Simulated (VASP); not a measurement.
# Pd (Im-3m) in VASP: a series of runs, part 2 of 2

VASP 6.6.1. Earlier steps stand in the parts before.

**5. Single point, PBE**

This run uses another cell than the first one, of 15.55 Å³/atom, 1.035 times its volume.

File INCAR:

```
  PREC = Accurate
  ENCUT = 520
  EDIFF = 1E-6
  ISMEAR = 0
  SIGMA = 0.014
  LREAL = False
  LASPH = True
  NELM = 80
  ALGO = Normal
  ISIF = 2
  LWAVE = False
  LCHARG = False
  GGA = PE
  NBANDS = 11
```

File KPOINTS:

```
Automatic mesh
0
Gamma
  12 12 12
```

File POSCAR:

```
Pd
1.0
   -1.5722810000      1.5722810000      1.5722810000
    1.5722810000     -1.5722810000      1.5722810000
    1.5722810000      1.5722810000     -1.5722810000
Pd
1
Direct
    0.0000000000      0.0000000000      0.0000000000
```

Potentials or basis: VASP PAW PBE potentials, release 64 (Pd).

On the command line:

```console
cat potpaw_PBE.64/Pd/POTCAR > POTCAR
mpirun -np 1 vasp_std > vasp.out
```

OUTCAR:

```text
PREC = Accurate
   ENCUT = 520
   EDIFF = 1E-6
   ISMEAR = 0
   LREAL = False
   LASPH = True
   NELM = 80
   ISIF = 2
   GGA = PE

 ion  position               nearest neighbor table
   1  0.000  0.000  0.000-

  LATTYP: Found a body centered cubic cell.
 ALAT       =     3.1445620000

  Lattice vectors:

 A1 = (  -1.5722810000,   1.5722810000,   1.5722810000)
 A2 = (   1.5722810000,  -1.5722810000,   1.5722810000)
 A3 = (   1.5722810000,   1.5722810000,  -1.5722810000)

Analysis of symmetry for initial positions (statically):
=====================================================================
 Subroutine PRICEL returns:
 Original cell was already a primitive cell.

 Routine SETGRP: Setting up the symmetry group for a
 body centered cubic supercell.

 Subroutine GETGRP returns: Found 48 space group operations
[... 9 lines left out ...]

 Routine SETGRP: Setting up the symmetry group for a
 body centered cubic supercell.

 Subroutine GETGRP returns: Found 48 space group operations
[... 11 lines left out ...]
                                     Primitive cell

  volume of cell :      15.5471

  direct lattice vectors                    reciprocal lattice vectors
    -1.572281000  1.572281000  1.572281000     0.000000000  0.318009313  0.318009313
     1.572281000 -1.572281000  1.572281000     0.318009313  0.000000000  0.318009313
     1.572281000  1.572281000 -1.572281000     0.318009313  0.318009313  0.000000000

  length of vectors
     2.723270576  2.723270576  2.723270576     0.449733083  0.449733083  0.449733083

  position of ions in fractional coordinates (direct lattice)
     0.000000000  0.000000000  0.000000000

  ion indices of the primitive-cell ions
   primitive index   ion index
                 1           1

----------------------------------------------------------------------------------------

 KPOINTS: Automatic mesh

Automatic generation of k-mesh.
 Grid dimensions read from file:
 generate k-points for:   12   12   12

 Generating k-lattice:

  Cartesian coordinates                     Fractional coordinates (reciprocal lattice)
     0.000000000  0.026500776  0.026500776     0.083333333  0.000000000  0.000000000
     0.026500776  0.000000000  0.026500776     0.000000000  0.083333333  0.000000000
     0.026500776  0.026500776  0.000000000     0.000000000  0.000000000  0.083333333

  Length of vectors
     0.037477757  0.037477757  0.037477757

  Shift w.r.t. Gamma in fractional coordinates (k-lattice)
     0.000000000  0.000000000  0.000000000

 Subroutine IBZKPT returns following result:
 ===========================================

 Found     72 irreducible k-points:

 Following reciprocal coordinates:
            Coordinates               Weight
  0.000000  0.000000  0.000000      1.000000
  0.083333  0.000000  0.000000     12.000000
  0.166667  0.000000  0.000000     12.000000
  0.250000  0.000000  0.000000     12.000000
  0.333333  0.000000  0.000000     12.000000
  0.416667  0.000000  0.000000     12.000000
[... 16 lines left out ...]
  0.333333  0.083333  0.083333     24.000000
  0.416667  0.083333  0.083333     12.000000
 [... further k-points ...]
   k-points           NKPTS =     72   k-points in BZ     NKDIM =     72   number of bands    NBANDS=     11
   number of dos      NEDOS =    301   number of ions     NIONS =      1
   total plane-waves  NPLWV =   8000
   dimension x,y,z NGX =    20 NGY =   20 NGZ =   20
   dimension x,y,z NGXF=    40 NGYF=   40 NGZF=   40
   ions per type =               1
   NGX,Y,Z   is equivalent  to a cutoff of  12.21, 12.21, 12.21 a.u.
   NGXF,Y,Z  is equivalent  to a cutoff of  24.42, 24.42, 24.42 a.u.
 SYSTEM =  unknown system
   PREC   = accura    normal or accurate (medium, high low for compatibility)
   ISTART =      0    job   : 0-new  1-cont  2-samecut
   ICHARG =      2    charge: 1-file 2-atom 10-const
   ISPIN  =      1    spin polarized calculation?
   LNONCOLLINEAR =      F non collinear calculations
   LSORBIT =      F    spin-orbit coupling
   LASPH  =      T    aspherical Exc in radial PAW
   ENCUT  =  520.0 eV  38.22 Ry    6.18 a.u.   5.06  5.06  5.06*2*pi/ulx,y,z
   NELM   =     80;   NELMIN=  2; NELMDL= -5     # of ELM steps
   EDIFF  = 0.1E-05   stopping-criterion for ELM
   LREAL  =      F    real-space projection
   EDIFFG = 0.1E-04   stopping-criterion for IOM
   NSW    =      0    number of steps for IOM
   IBRION =     -1    ionic relax: 0-MD 1-quasi-New 2-CG
   NFREE  =      0    steps in history (QN), initial steepest desc. (CG)
   ISIF   =      2    stress and relaxation
   ISYM   =      2    0-nonsym 1-usesym 2-fastsym
   POTIM  = 0.5000    time-step for ionic-motion
   TEBEG  =    0.0;   TEEND  =   0.0 temperature during run
   PSTRESS=    0.0 pullay stress
   NELECT =      10.0000    total number of electrons
   NUPDOWN=      -1.0000    fix difference up-down
   EMIN   =  10.00;   EMAX   =-10.00  energy-range for DOS
   EFERMI =   0.00;   METHOD = LEGACY
   ISMEAR =     0;   SIGMA  =   0.01  broadening in eV -4-tet -1-fermi 0-gaus
   EFERMI_NEDOS =   21; number of points for ismear=-14 and -15
   IALGO  =     38    algorithm
   IMIX   =      4    mixing-type and parameters
     AMIX     =   0.40;   BMIX     =  1.00
     AMIX_MAG =   1.60;   BMIX_MAG =  1.00
  volume/ion in A,a.u.               =      15.55       104.92
  Fermi-wavevector in a.u.,A,eV,Ry     =   1.413160  2.670485 27.171123  1.997021
  Thomas-Fermi vector in A             =   2.534834
   LORBIT       =      0    0 simple, 1 ext, 2 COOP (PROOUT), +10 PAW based schemes
   GGA     = PE    functional components
   LHFCALC =     F    Hartree Fock is set to
   AEXX    =    0.0000 exact exchange contribution
   IVDW    =     0    specifies the selected vdW correction
   LEPSILON=     F    determine dielectric tensor
   LRPA    =     F    only Hartree local field effects (RPA)
 non-spin polarized calculation
 Gauss-broadening in eV      SIGMA  =   0.01
  energy-cutoff  :      520.00
  volume of cell :       15.55
 maximum number of plane-waves:       430
   NGX = 11   NGY = 11   NGZ = 11

 number of electron      10.0000005 magnetization

 Free energy of the ion-electron system (eV)
  ---------------------------------------------------
  ext. energy  EPLUGINS =         0.00000000
  ---------------------------------------------------
  free energy    TOTEN  =        -5.17516185 eV

  energy without entropy =       -5.17489338  energy(sigma->0) =       -5.17502762

 E-fermi :   8.8823     XC(G=0): -12.8539

 val. band max:        8.8784778261   @ k =  -0.4167   0.4167   0.3333
 cond. band min:       8.8889982358   @ k =  -0.4167   0.4167   0.4167
 fundamental gap:      0.0105204097
 Fermi energy:         8.8822770761

 k-point     1 :       0.0000    0.0000    0.0000
  band No.  band energies     occupation
      1       2.1890      2.00000
      2       6.1911      2.00000
      3       6.1911      2.00000
      4       6.1911      2.00000
      5       8.0313      2.00000
      6       8.0313      2.00000
      7      28.1929      0.00000
      8      28.1929      0.00000
      9      28.1929      0.00000
     10      36.1951      0.00000
     11      36.2092      0.00000

 k-point     2 :       0.0833    0.0000    0.0000
  band No.  band energies     occupation
      1       2.4421      2.00000
      2       6.1089      2.00000
      3       6.1947      2.00000
      4       6.3666      2.00000
      5       7.9387      2.00000
      6       8.0376      2.00000
      7      27.9618      0.00000
      8      28.2018      0.00000
      9      28.4839      0.00000
     10      34.2511      0.00000
     11      34.8536      0.00000

 k-point     3 :       0.1667    0.0000    0.0000
  band No.  band energies     occupation
      1       3.1321      2.00000
      2       5.8911      2.00000
      3       6.2097      2.00000
      4       6.8691      2.00000
      5       7.7742      2.00000
      6       8.0604      2.00000
      7      26.6784      0.00000
      8      27.7711      0.00000
      9      29.2843      0.00000
     10      33.1969      0.00000
     11      33.2366      0.00000
[... 267 lines left out ...]
 k-point    23 :       0.3333    0.0833    0.0833
  band No.  band energies     occupation
      1       4.4501      2.00000
      2       5.1436      2.00000
      3       7.4932      2.00000
      4       8.0005      2.00000
      5       8.2315      2.00000
      6      11.3783      0.00000
      7      17.9850      0.00000
      8      23.4795      0.00000
      9      24.3764      0.00000
     10      32.6264      0.00000
     11      35.4213      0.00000

 k-point    24 :       0.4167    0.0833    0.0833
  band No.  band energies     occupation
      1       4.3713      2.00000
      2       5.0875      2.00000
      3       7.9241      2.00000
      4       8.0374      2.00000
      5       8.2556      2.00000
      6      12.4233      0.00000
      7      16.4283      0.00000
      8      23.1999      0.00000
      9      23.9691      0.00000
     10      32.9733      0.00000
     11      35.4243      0.00000

 [... further k-points ...]
[... 5 lines left out ...]
  --------------------------------------------------------------------------------------
  -------------------------------------------------------------------------------------
  Total       -0.1598385     -0.1598385     -0.1598385     -0.0000000     -0.0000000      0.0000000
  in kB      -16.4718154    -16.4718154    -16.4718154     -0.0000000     -0.0000000      0.0000000
  external PRESSURE =     -16.4718154 kB  Pullay stress =       0.0000000 kB

 VOLUME and BASIS-vectors are now :
 -----------------------------------------------------------------------------
  energy-cutoff  :      520.00
  volume of cell :       15.55
      direct lattice vectors                 reciprocal lattice vectors
    -1.572281000  1.572281000  1.572281000     0.000000000  0.318009313  0.318009313
     1.572281000 -1.572281000  1.572281000     0.318009313  0.000000000  0.318009313
     1.572281000  1.572281000 -1.572281000     0.318009313  0.318009313  0.000000000

 POSITION                                       TOTAL-FORCE (eV/Angst)
 -----------------------------------------------------------------------------------
      0.00000      0.00000      0.00000         0.000000     -0.000000      0.000000
 -----------------------------------------------------------------------------------
    total drift:                                0.000000     -0.000000      0.000000

  FREE ENERGIE OF THE ION-ELECTRON SYSTEM (eV)
  ---------------------------------------------------
  free  energy   TOTEN  =        -5.1751618524 eV

  energy  without entropy=       -5.1748933829  energy(sigma->0) =       -5.17502762
```

stdout:

```text
POSCAR found type information on POSCAR Pd
 POSCAR found :  1 types and       1 ions
 scaLAPACK will be used
 LDA part: xc-table for (Slater+PW92), standard interpolation
 POSCAR, INCAR and KPOINTS ok, starting setup
 FFT: planning ... GRIDC
 FFT: planning ... GRID_SOFT
 FFT: planning ... GRID
 WAVECAR not read
 entering main loop
```

It took 4.8 s on 1 thread of AMD EPYC 9R45 (Zen 5), shared host; peak memory 0.1 GiB.

What came out:

- Free energy: -5.1752 eV
- Pressure: -1.6 GPa
- Band gap on the k mesh: zero (band 5 reaches 9.47 eV, above the bottom of band 6 at 7.93 eV)

Levels at points of the mesh, in eV from the Fermi level:
```tsv
k point	band 3	band 4	band 5	band 6	band 7	band 8
(0.00, 0.00, 0.00)	-2.69	-2.69	-0.85	-0.85	19.31	19.31
(0.50, 0.00, 0.00)	-0.92	-0.64	0.59	1.54	7.57	15.06
(0.50, 0.50, 0.50)	0.23	0.23	0.23	9.10	9.10	9.10
```

**6. Overview**

```tsv
level	cell	smearing	gap on the mesh (eV)	pressure (GPa)
PBE+D4	a = 2.692 Å, angles 109.5°, 1 atom	fermi-dirac 0.05 eV	none	-0.3
PBEsol+D3(BJ)	a = 2.640 Å, angles 109.5°, 1 atom	fermi-dirac 0.05 eV	none	-0.5
PBEsol+D4	a = 2.658 Å, angles 109.5°, 1 atom	fermi-dirac 0.05 eV	none	-0.4
PBE	a = 2.723 Å, angles 109.5°, 1 atom	gaussian 0.014 eV	none	-1.6
```

Alike in all rows: task single point; potentials or basis VASP PAW PBE potentials, release 64 (Pd); no spin polarisation; k mesh 12 × 12 × 12; cutoff (eV) 520.

Caveats: pairwise dispersion overbinds metals, which lowers pressure and volume (some runs); the PAW data sets were made with another functional, which shifts forces and pressure a little (some runs).

Absolute energies hang on the potentials; compare differences alone.
